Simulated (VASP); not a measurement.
# In (C2/m) in VASP: a series of runs

In is run at these levels: PBE; tasks: single point.

Program: VASP 6.6.1. These are calculated values, not measurements. Logs are shortened: lines on timing, memory, paths and dates and some standing lists are left out, and cuts for length are marked.

### 1 The cell of the first run

The structure is monoclinic, space group C2/m (No. 12). The conventional cell has a = 4.608 Å, b = 4.731 Å, c = 3.371 Å, α = 90.00°, β = 131.51°, γ = 90.00°. Within 4.3 Å of In (site symmetry 2/m) lie 12 In at 3.30 to 3.47 Å.

### 2 Single point, PBE

Input file INCAR:

```
SYSTEM = In
PREC = Accurate
ENCUT = 520
EDIFF = 1E-6
ISMEAR = -1
SIGMA = 0.1
LREAL = .False.
LASPH = .True.
NELM = 80
ALGO = Normal
ISIF = 2
LWAVE = .False.
LCHARG = .False.
GGA = PE
NBANDS = 12
```

Input file KPOINTS:

```
regular mesh
0
Gamma
  7 7 8
  0 0 0
```

Input file POSCAR:

```
In
1.0
   -1.6482197047      1.6973406184      2.5249789927
    1.6973406184     -1.6482197047      2.5249789927
    1.6043570008      1.6043570008     -2.4927016059
In
1
Direct
    0.0000000000      0.0000000000      0.0000000000
```

Potentials or basis: VASP PAW PBE potentials, release 64 (In_d).

On the command line:

```console
> cat potpaw_PBE.64/In_d/POTCAR > POTCAR
> mpirun -np 1 vasp_std > vasp.out
```

OUTCAR:

```text
SYSTEM = In
   PREC = Accurate
   ENCUT = 520
   EDIFF = 1E-6
   ISMEAR = -1
   LREAL = .False.
   LASPH = .True.
   NELM = 80
   ISIF = 2
   GGA = PE

 ion  position               nearest neighbor table
   1  0.000  0.000  0.000-

  Warning from LATTYP: Got some problem with cell dimensions!
  Tried to take original basis but could not verify dimensions!
  LATTYP: Found a base centered monoclinic cell.
 ALAT       =     4.6077265532
 B/A-ratio  =     1.0268267285
 C/A-ratio  =     0.7315277982
 COS(beta)  =    -0.6627023839

  Lattice vectors:

 A1 = (   0.0438627039,  -3.3016976192,  -0.0322773868)
 A2 = (  -3.3016976192,   0.0438627039,  -0.0322773868)
 A3 = (   1.6043570008,   1.6043570008,  -2.4927016059)

Analysis of symmetry for initial positions (statically):
=====================================================================
 Subroutine PRICEL returns:
 Original cell was already a primitive cell.

 Routine SETGRP: Setting up the symmetry group for a
 base centered monoclinic supercell.

 Subroutine GETGRP returns: Found  4 space group operations
 (whereof  4 operations were pure point group operations)
 out of a pool of  4 trial point group operations.

The static configuration has the point symmetry C_2h.

Analysis of symmetry for dynamics (positions and initial velocities):
=====================================================================
 Subroutine PRICEL returns:
 Original cell was already a primitive cell.

 Routine SETGRP: Setting up the symmetry group for a
 base centered monoclinic supercell.

 Subroutine GETGRP returns: Found  4 space group operations
 (whereof  4 operations were pure point group operations)
 out of a pool of  4 trial point group operations.

The dynamic configuration has the point symmetry C_2h.

 Subroutine INISYM returns: Found  4 space group operations
 (whereof  4 operations are pure point group operations),
 and found     1 'primitive' translations

----------------------------------------------------------------------------------------

                                     Primitive cell

  volume of cell :      27.5152

  direct lattice vectors                    reciprocal lattice vectors
    -1.648219705  1.697340618  2.524978993     0.002091654  0.300995246  0.195073325
     1.697340618 -1.648219705  2.524978993     0.300995246  0.002091654  0.195073325
     1.604357001  1.604357001 -2.492701606     0.307011499  0.307011499 -0.005972598

  length of vectors
     3.460218531  3.460218531  3.370680060     0.358686654  0.358686654  0.434220903

  position of ions in fractional coordinates (direct lattice)
     0.000000000  0.000000000  0.000000000

  ion indices of the primitive-cell ions
   primitive index   ion index
                 1           1

----------------------------------------------------------------------------------------

 KPOINTS: regular mesh

Automatic generation of k-mesh.
 Grid dimensions read from file:
 generate k-points for:    7    7    8

 Generating k-lattice:

  Cartesian coordinates                     Fractional coordinates (reciprocal lattice)
     0.000298808  0.042999321  0.027867618     0.142857143  0.000000000  0.000000000
     0.042999321  0.000298808  0.027867618     0.000000000  0.142857143  0.000000000
     0.038376437  0.038376437 -0.000746575     0.000000000  0.000000000  0.125000000

  Length of vectors
     0.051240951  0.051240951  0.054277613

  Shift w.r.t. Gamma in fractional coordinates (k-lattice)
     0.000000000  0.000000000  0.000000000

 Subroutine IBZKPT returns following result:
 ===========================================

 Found    116 irreducible k-points:

 Following reciprocal coordinates:
            Coordinates               Weight
  0.000000  0.000000  0.000000      1.000000
  0.142857  0.000000 -0.000000      4.000000
  0.285714  0.000000 -0.000000      4.000000
  0.428571  0.000000  0.000000      4.000000
  0.142857  0.142857  0.000000      2.000000
  0.285714  0.142857 -0.000000      4.000000
[... 16 lines left out ...]
 -0.142857  0.000000  0.125000      4.000000
  0.142857  0.142857  0.125000      2.000000
 [... further k-points ...]
   k-points           NKPTS =    116   k-points in BZ     NKDIM =    116   number of bands    NBANDS=     12
   number of dos      NEDOS =    301   number of ions     NIONS =      1
   total plane-waves  NPLWV =  21952
   dimension x,y,z NGX =    28 NGY =   28 NGZ =   28
   dimension x,y,z NGXF=    56 NGYF=   56 NGZF=   56
   ions per type =               1
   NGX,Y,Z   is equivalent  to a cutoff of  13.45, 13.45, 13.81 a.u.
   NGXF,Y,Z  is equivalent  to a cutoff of  26.91, 26.91, 27.62 a.u.
 SYSTEM =  In
   PREC   = accura    normal or accurate (medium, high low for compatibility)
   ISTART =      0    job   : 0-new  1-cont  2-samecut
   ICHARG =      2    charge: 1-file 2-atom 10-const
   ISPIN  =      1    spin polarized calculation?
   LNONCOLLINEAR =      F non collinear calculations
   LSORBIT =      F    spin-orbit coupling
   LASPH  =      T    aspherical Exc in radial PAW
   ENCUT  =  520.0 eV  38.22 Ry    6.18 a.u.   6.43  6.43  6.27*2*pi/ulx,y,z
   NELM   =     80;   NELMIN=  2; NELMDL= -5     # of ELM steps
   EDIFF  = 0.1E-05   stopping-criterion for ELM
   LREAL  =      F    real-space projection
   EDIFFG = 0.1E-04   stopping-criterion for IOM
   NSW    =      0    number of steps for IOM
   IBRION =     -1    ionic relax: 0-MD 1-quasi-New 2-CG
   NFREE  =      0    steps in history (QN), initial steepest desc. (CG)
   ISIF   =      2    stress and relaxation
   ISYM   =      2    0-nonsym 1-usesym 2-fastsym
   POTIM  = 0.5000    time-step for ionic-motion
   TEBEG  =    0.0;   TEEND  =   0.0 temperature during run
   PSTRESS=    0.0 pullay stress
   NELECT =      13.0000    total number of electrons
   NUPDOWN=      -1.0000    fix difference up-down
   EMIN   =  10.00;   EMAX   =-10.00  energy-range for DOS
   EFERMI =   0.00;   METHOD = LEGACY
   ISMEAR =    -1;   SIGMA  =   0.10  broadening in eV -4-tet -1-fermi 0-gaus
   EFERMI_NEDOS =   21; number of points for ismear=-14 and -15
   IALGO  =     38    algorithm
   IMIX   =      4    mixing-type and parameters
     AMIX     =   0.40;   BMIX     =  1.00
     AMIX_MAG =   1.60;   BMIX_MAG =  1.00
  volume/ion in A,a.u.               =      27.52       185.68
  Fermi-wavevector in a.u.,A,eV,Ry     =   1.275064  2.409521 22.120188  1.625788
  Thomas-Fermi vector in A             =   2.407797
   LORBIT       =      0    0 simple, 1 ext, 2 COOP (PROOUT), +10 PAW based schemes
   GGA     = PE    functional components
   LHFCALC =     F    Hartree Fock is set to
   AEXX    =    0.0000 exact exchange contribution
   IVDW    =     0    specifies the selected vdW correction
   LEPSILON=     F    determine dielectric tensor
   LRPA    =     F    only Hartree local field effects (RPA)
 non-spin polarized calculation
  energy-cutoff  :      520.00
  volume of cell :       27.52
 maximum number of plane-waves:       753
 NGX is ok and might be reduce to    28
   NGX = 13   NGY = 13   NGZ = 13

 number of electron      12.9999999 magnetization

 Free energy of the ion-electron system (eV)
  ---------------------------------------------------
  ext. energy  EPLUGINS =         0.00000000
  ---------------------------------------------------
  free energy    TOTEN  =        -2.58127714 eV

  energy without entropy =       -2.56902429  energy(sigma->0) =       -2.57515071

 E-fermi :   6.9310     XC(G=0): -10.0182

 val. band max:        6.9238897331   @ k =   0.2857   0.1429   0.5000
 cond. band min:       6.9802543182   @ k =  -0.4286  -0.4286   0.2500
 fundamental gap:      0.0563645851
 Fermi energy:         6.9309888139

 k-point     1 :       0.0000    0.0000    0.0000
  band No.  band energies     occupation
      1      -7.7060      2.00000
      2      -7.6214      2.00000
      3      -7.5850      2.00000
      4      -7.5361      2.00000
      5      -7.4430      2.00000
      6      -2.2442      2.00000
      7      16.7587      0.00000
      8      17.0111      0.00000
      9      17.4760      0.00000
     10      18.5287      0.00000
     11      20.2231      0.00000
     12      20.5639      0.00000

 k-point     2 :       0.1429    0.0000   -0.0000
  band No.  band energies     occupation
      1      -7.6831      2.00000
      2      -7.6223      2.00000
      3      -7.5708      2.00000
      4      -7.5192      2.00000
      5      -7.4501      2.00000
      6      -1.8199      2.00000
      7      13.2124      0.00000
      8      16.3891      0.00000
      9      16.7476      0.00000
     10      18.2772      0.00000
     11      20.3134      0.00000
     12      21.4990      0.00000

 k-point     3 :       0.2857    0.0000   -0.0000
  band No.  band energies     occupation
      1      -7.6696      2.00000
      2      -7.6473      2.00000
      3      -7.5643      2.00000
      4      -7.4365      2.00000
      5      -7.4290      2.00000
      6      -0.5279      2.00000
      7       8.7131      0.00000
      8      15.2405      0.00000
      9      16.1099      0.00000
     10      18.1877      0.00000
     11      18.9638      0.00000
     12      20.7586      0.00000
[... 286 lines left out ...]
 k-point    23 :      -0.1429    0.0000    0.1250
  band No.  band energies     occupation
      1      -7.6867      2.00000
      2      -7.6076      2.00000
      3      -7.5722      2.00000
      4      -7.5330      2.00000
      5      -7.4501      2.00000
      6      -1.8743      2.00000
      7      14.1733      0.00000
      8      16.0382      0.00000
      9      16.6029      0.00000
     10      18.1661      0.00000
     11      20.1142      0.00000
     12      21.3761      0.00000

 k-point    24 :       0.1429    0.1429    0.1250
  band No.  band energies     occupation
      1      -7.6526      2.00000
      2      -7.5968      2.00000
      3      -7.5495      2.00000
      4      -7.4739      2.00000
      5      -7.4109      2.00000
      6       0.4211      2.00000
      7       9.8297      0.00000
      8      10.1445      0.00000
      9      14.6783      0.00000
     10      17.4848      0.00000
     11      17.8945      0.00000
     12      20.1286      0.00000

 [... further k-points ...]

------------------------ aborting loop because EDIFF is reached ----------------------------------------

  FORCE on cell =-STRESS in cart. coord.  units (eV):
  Direction    XX          YY          ZZ          XY          YZ          ZX
  --------------------------------------------------------------------------------------
  -------------------------------------------------------------------------------------
  Total       -0.2162075     -0.2162075      0.1899555      0.0044118     -0.0195846     -0.0195846
  in kB      -12.5895225    -12.5895225     11.0609004      0.2568926     -1.1403899     -1.1403912
  external PRESSURE =      -4.7060482 kB  Pullay stress =       0.0000000 kB

 VOLUME and BASIS-vectors are now :
 -----------------------------------------------------------------------------
  energy-cutoff  :      520.00
  volume of cell :       27.52
      direct lattice vectors                 reciprocal lattice vectors
    -1.648219705  1.697340618  2.524978993     0.002091654  0.300995246  0.195073325
     1.697340618 -1.648219705  2.524978993     0.300995246  0.002091654  0.195073325
     1.604357001  1.604357001 -2.492701606     0.307011499  0.307011499 -0.005972598

 POSITION                                       TOTAL-FORCE (eV/Angst)
 -----------------------------------------------------------------------------------
      0.00000      0.00000      0.00000        -0.000000      0.000000      0.000000
 -----------------------------------------------------------------------------------
    total drift:                               -0.000000     -0.000000     -0.000000

  FREE ENERGIE OF THE ION-ELECTRON SYSTEM (eV)
  ---------------------------------------------------
  free  energy   TOTEN  =        -2.5812771360 eV

  energy  without entropy=       -2.5690242932  energy(sigma->0) =       -2.57515071
```

Wall time 56 s (1 thread of Intel Xeon 8259CL, shared host); peak memory 0.18 GiB.

What came out:

| Item | Value |
| --- | --- |
| Free energy | -2.5813 eV |
| Pressure | -0.5 GPa |
| Band gap on the k mesh | zero (an odd number of electrons rules out a gap without spin polarisation) |

Stress tensor (GPa, compression positive):
```
-1.26  0.03 -0.11
 0.03 -1.26 -0.11
-0.11 -0.11  1.11
```

Levels at points of the mesh, in eV from the Fermi level:
```csv
k point,band 3,band 4,band 5,band 6,band 7,band 8,band 9,band 10
"(0.00, 0.00, 0.00)",-14.52,-14.47,-14.37,-9.18,9.83,10.08,10.55,11.60
"(0.00, 0.00, 0.50)",-14.30,-14.27,-14.21,-1.62,-1.49,3.28,3.67,6.57
```

Caveat: spin-orbit coupling is left out, which moves the levels of the heavy elements.

(Continued in part 2 of 2.)

The gap in the log of VASP goes by the Fermi energy; the results here count the filled bands.